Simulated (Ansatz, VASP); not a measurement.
Two plane-wave programs on MgO

The input INCAR:

```
PREC     = Accurate       # precision mode
ENCUT    = 600            # plane-wave cutoff, eV
EDIFF    = 1E-6           # SCF threshold, eV
ISMEAR   = 0              # smearing method
SIGMA    = 0.1            # smearing width, eV
LREAL    = F              # projectors in reciprocal space
LASPH    = T              # aspherical terms in the spheres
NELM     = 80             # most SCF steps
ALGO     = Normal         # electronic algorithm
ISIF     = 3              # what is computed and relaxed
LWAVE    = F              # write WAVECAR
LCHARG   = F              # write CHGCAR
GGA      = PE             # functional
IBRION   = 2              # ionic algorithm
NSW      = 90             # ionic steps
EDIFFG   = -0.04          # ionic threshold
```

File KPOINTS:

```
Automatic mesh
0
Gamma
  6 6 8
```

POSCAR

```
MgO
1.0
    3.6416115100      0.0000000000      0.0000000000
    0.0000000000      3.6416115100      0.0000000000
    0.0000000000      0.0000000000      2.4136713000
Mg O
1 1
Direct
    0.5000000000      0.5000000000      0.0000000000
    0.0000000000      0.0000000000      0.0000000000
```

Input for Ansatz:

```yaml
crystal:
  lattice:
    - [3.64161151, 0.0, 0.0]
    - [0.0, 3.64161151, 0.0]
    - [0.0, 0.0, 2.4136713]
  atoms:
    - { symbol: Mg, position: [0.5, 0.5, 0.0] }
    - { symbol: O, position: [0.0, 0.0, 0.0] }
basis:
  ecutwfc: 420
kpoints:
  mp_grid: { grid: [6, 6, 8] }
hamiltonian:
  xc: pbe
scf:
  occupations: { method: gaussian, width: 0.1 }
  lower_state_search: "off"
output:
  forces: true
  stress: true
  eigenvalues: true
relax:
  adjacent_minimum: "off"
  f_tol: 0.04
  max_steps: 70
  cell: { stress_tol: 0.4 }
```

Alike in both runs: task relaxation of cell and atoms; functional PBE; k mesh 6 × 6 × 8; occupations gaussian, width 0.1 eV; no spin polarisation.

```csv
,VASP,Ansatz
version,VASP 6.6.1,Ansatz 0.2.0
potentials or method,"VASP PAW PBE potentials, release 64 (Mg, O), cutoff 600 eV","scalar-relativistic, plane waves, PAW"
valence electrons in the cell,8,16
```

```csv
,VASP,Ansatz,Ansatz less VASP
"gap on the k mesh at the Fermi level, each at its own relaxed structure (eV)",1.48,2.09,+0.609
relaxed volume (Å³/atom),13.34,17.79,+4.451
relaxed cell length with the largest relative difference (Å),3.366,4.446,+1.0795
```

One of these differences is far larger than is usual between the two programs; its cause wasn't traced. VASP's potentials hold 8 valence electrons a cell and Ansatz's 16, so a difference there can come from the potentials and not from the codes.

Noted on VASP's run: the volume moved by over 15 % at a fixed basis, so the end points are rough.
